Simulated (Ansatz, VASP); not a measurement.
# Na in VASP and in Ansatz

The input INCAR:

```
  PREC = Accurate
  ENCUT = 520
  EDIFF = 1E-7
  ISMEAR = 0
  SIGMA = 0.15
  LREAL = False
  LASPH = True
  NELM = 60
  ALGO = Fast
  ISIF = 2
  LWAVE = False
  LCHARG = False
  GGA = CA
  NBANDS = 10
```

The input KPOINTS:

```
Automatic mesh
0
Gamma
  20 20 20
```

File POSCAR:

```
Na
1.0
   -2.0340999038      2.0340999038      2.2727361466
    2.0340999038     -2.0340999038      2.2727361466
    2.0340999038      2.0340999038     -2.2727361466
Na
1
Direct
    0.0000000000      0.0000000000      0.0000000000
```

Input for Ansatz:

```yaml
crystal:
  lattice:
    - [-2.0340999038, 2.0340999038, 2.2727361466]
    - [2.0340999038, -2.0340999038, 2.2727361466]
    - [2.0340999038, 2.0340999038, -2.2727361466]
  atoms:
    - { symbol: Na, position: [0.0, 0.0, 0.0] }
basis:
  ecutwfc: 420
kpoints:
  mp_grid: { grid: [20, 20, 20] }
hamiltonian:
  xc: lda
scf:
  occupations: { method: gaussian, width: 0.15 }
output:
  forces: true
  stress: true
  eigenvalues: true
```

Alike in both runs: task single point; functional LDA; k mesh 20 × 20 × 20; occupations gaussian, width 0.15 eV; no spin polarisation.

|  | VASP | Ansatz |
| --- | --- | --- |
| version | VASP 6.6.1 | Ansatz 0.2.0 |
| potentials or method | VASP PAW LDA potentials, release 64 (Na_pv), cutoff 520 eV | scalar-relativistic, plane waves, PAW |
| valence electrons in the cell | 7 | 9 |

```csv
,VASP,Ansatz,Ansatz less VASP
gap on the k mesh at the Fermi level (eV),none,none,-
pressure (GPa),-0.9,-0.9,+0.02
```

LDA's correlation is that of Perdew and Zunger in VASP and of Perdew and Wang (1992) in Ansatz. A gap of «none» marks a metal or a gap that the smearing closes. VASP's potentials hold 7 valence electrons a cell and Ansatz's 9, so a difference there can come from the potentials and not from the codes.
